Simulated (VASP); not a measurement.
Set up this calculation in VASP 6.6.1, as the native input.

- Task: single point
- Functional: PBEsol
- Dispersion: D3(BJ)
- Potentials or basis: VASP PAW PBE potentials, release 64 (Na_pv, H, F)
- Cutoff: 520 eV
- k mesh: 9 × 9 × 9
- Occupations: gaussian, width 0.05 eV
- Spin: no spin polarisation
- Dipole correction: no
- Further INCAR settings: ALGO = Normal; EDIFF = 1e-07; NBANDS = 19

The structure of NaHF2 lies in POSCAR:

```
NaHF2
1.0
    1.7138837399      0.9895112386      3.9112000000
   -1.7138837399      0.9895112386      3.9112000000
    0.0000000000     -1.9790224772      3.9112000000
Na H F
1 1 2
Direct
    0.0000000000      0.0000000000      0.0000000000
    0.5000000000      0.5000000000      0.5000000000
    0.4168825606      0.4168825606      0.4168825606
    0.5831174394      0.5831174394      0.5831174394
```

One way to write it, as run:

INCAR

```
SYSTEM = NaHF2
ALGO = Normal
EDIFF = 1E-7
ENCUT = 520
GGA = PS
ISIF = 2
ISMEAR = 0
IVDW = 12
LASPH = .TRUE.
LCHARG = .TRUE.
LELF = .TRUE.
LREAL = .FALSE.
LVHAR = .TRUE.
LWAVE = .FALSE.
NBANDS = 19
NELM = 80
PREC = Accurate
SIGMA = 0.05
```

KPOINTS

```
k-points
0
G
  9 9 9
  0 0 0
```

Potentials or basis: VASP PAW PBE potentials, release 64 (Na_pv, H, F).

Command:

```sh
$ cat potpaw_PBE.64/Na_pv/POTCAR potpaw_PBE.64/H/POTCAR potpaw_PBE.64/F/POTCAR > POTCAR
$ mpirun -np 1 vasp_std > vasp.out
```

It gave:

| Quantity | Value |
| --- | --- |
| Pressure | 26.6 GPa |
| Largest force | 7.935 eV/Å |
| Band gap on the k mesh | 6.88 eV |
| Dispersion energy per atom | -0.084 eV |

Caveat: the cell stands under pressure; the PAW data sets were made with another functional, which shifts forces and pressure a little; an odd mesh through Γ misses points on the zone boundary, where band edges can lie.

Wall time 54 s on 1 thread of AMD EPYC 9R45 96-Core Processor (Zen 5), with other jobs on the host, peak memory 0.21 GiB.
